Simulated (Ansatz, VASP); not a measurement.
KBr in VASP and in Ansatz

File INCAR:

```
SYSTEM = KBr
PREC     = Accurate       ! precision mode
ENCUT    = 520            ! plane-wave cutoff, eV
EDIFF    = 1E-6           ! SCF threshold, eV
ISMEAR   = -1             ! smearing method
SIGMA    = 0.05           ! smearing width, eV
LREAL    = .False.        ! projectors in reciprocal space
LASPH    = .True.         ! aspherical terms in the spheres
NELM     = 100            ! most SCF steps
ALGO     = Normal         ! electronic algorithm
ISIF     = 2              ! what is computed and relaxed
LWAVE    = .False.        ! write WAVECAR
LCHARG   = .True.         ! write CHGCAR
GGA      = CA             ! functional
LELF     = .True.         ! ELF
LVHAR    = .True.       
NBANDS   = 15             ! bands
```

KPOINTS

```
regular mesh
0
Gamma
  7 7 7
  0 0 0
```

POSCAR

```
KBr
1.0
    0.0000000000      3.3000000000      3.3000000000
    3.3000000000      0.0000000000      3.3000000000
    3.3000000000      3.3000000000      0.0000000000
Br K
1 1
Direct
    0.5000000000      0.5000000000      0.5000000000
    0.0000000000      0.0000000000      0.0000000000
```

The input input.yaml:

```yaml
crystal:
  lattice:
    - [0.0, 3.3, 3.3]
    - [3.3, 0.0, 3.3]
    - [3.3, 3.3, 0.0]
  atoms:
    - { symbol: Br, position: [0.5, 0.5, 0.5] }
    - { symbol: K, position: [0.0, 0.0, 0.0] }
hamiltonian:
  xc: lda
  pseudopotentials: { kind: paw }
kpoints:
  mp_grid: { grid: [7, 7, 7] }
  band_path:
    path:
      - [[0.0, 0.0, 0.0], [0.5, 0.0, 0.5], [0.5, 0.25, 0.75], [0.375, 0.375, 0.75], [0.0, 0.0, 0.0], [0.5, 0.5, 0.5], [0.625, 0.25, 0.625], [0.5, 0.25, 0.75], [0.5, 0.5, 0.5], [0.375, 0.375, 0.75]]
      - [[0.625, 0.25, 0.625], [0.5, 0.0, 0.5]]
    npoints: 14
scf:
  occupations: { method: fermi_dirac, width: 0.05 }
  n_extra_bands: 6
output:
  forces: true
  stress: true
  eigenvalues: true
  fatbands: true
```

Alike in both runs: functional LDA; k mesh 7 × 7 × 7; occupations fermi-dirac, width 0.05 eV; no spin polarisation.

|  | VASP | Ansatz |
| --- | --- | --- |
| version | VASP 6.6.1 | Ansatz 0.2.0 |
| potentials or method | VASP PAW LDA potentials, release 64 (Br, K_sv) | Ansatz PAW |
| plane-wave cutoff (eV) | 520 | 420 |
| valence electrons in the cell | 16 | 16 |
| task | single point | band structure |

|  | VASP | Ansatz | Ansatz less VASP |
| --- | --- | --- | --- |
| gap on the k mesh at the Fermi level (eV) | 4.04 | 4.03 | -0.008 |
| least direct gap on the mesh (eV) | 4.04 | 4.03 | -0.008 |
| pressure (GPa) | -1.6 | -1.6 | -0.04 |

LDA's correlation is that of Perdew and Zunger in VASP and of Perdew and Wang (1992) in Ansatz.
